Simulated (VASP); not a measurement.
Crystal: Sn.

```xyz
4
Lattice="4.4162 0.0000 0.0000 -2.2081 3.8246 0.0000 0.0000 0.0000 7.3052" Properties=species:S:1:pos:R:3 pbc="T T T"
Sn    0.0000    2.5497    0.4605
Sn    2.2081    1.2749    4.1131
Sn    0.0000    2.5497    3.1921
Sn    2.2081    1.2749    6.8448
```

This isn't the form of Sn at room conditions, which is tetragonal (white tin).

| Item | Value |
| --- | --- |
| Program | VASP 6.6.1 |
| Task | relaxation of cell and atoms |
| Functional | LDA |
| Potentials or basis | VASP PAW LDA potentials, release 64 (Sn_d) |
| Cutoff | 600 eV |
| k mesh | 12 × 12 × 6 |
| Occupations | gaussian, width 0.01 eV |
| Spin | no spin polarisation |

At the start: pressure 5.3 GPa; volume 30.85 Å³/atom.

Task: Where does the relaxation end?

Result: Over 10 steps the energy falls by 45.6 meV/atom and the volume is 33.83 Å³/atom (+9.7 %); space group P6_3/mmc (No. 194, to 0.1 Å) before and after.

The path:
| step | energy change (eV) | largest force (eV/Å) | pressure (GPa) | volume (Å³) |
| --- | --- | --- | --- | --- |
| 1 | 0.0000 | 0.0627 | 5.34 | 123.39 |
| 2 | -0.1308 | 0.0924 | -2.14 | 142.67 |
| 3 | -0.1821 | 0.0468 | 0.02 | 135.33 |
| 4 | -0.1820 | 0.0507 | -0.09 | 135.57 |
| 5 | -0.1823 | 0.0069 | -0.01 | 135.24 |
| 6 | -0.1823 | 0.0022 | 0.05 | 135.22 |
| 7 | -0.1823 | 0.0085 | 0.04 | 135.24 |
| 8 | -0.1825 | 0.0010 | 0.05 | 135.28 |
| 9 | -0.1824 | 0.0121 | 0.02 | 135.34 |
| 10 | -0.1825 | 0.0039 | 0.02 | 135.31 |

Final structure:
```
Sn
1.0
     4.56309    0.00000    0.00000
    -2.28154    3.95175    0.00000
     0.00000    0.00000    7.50401
Sn
4
Direct
  0.33333 0.66667 0.06267
  0.66667 0.33333 0.56267
  0.33333 0.66667 0.43733
  0.66667 0.33333 0.93733
```
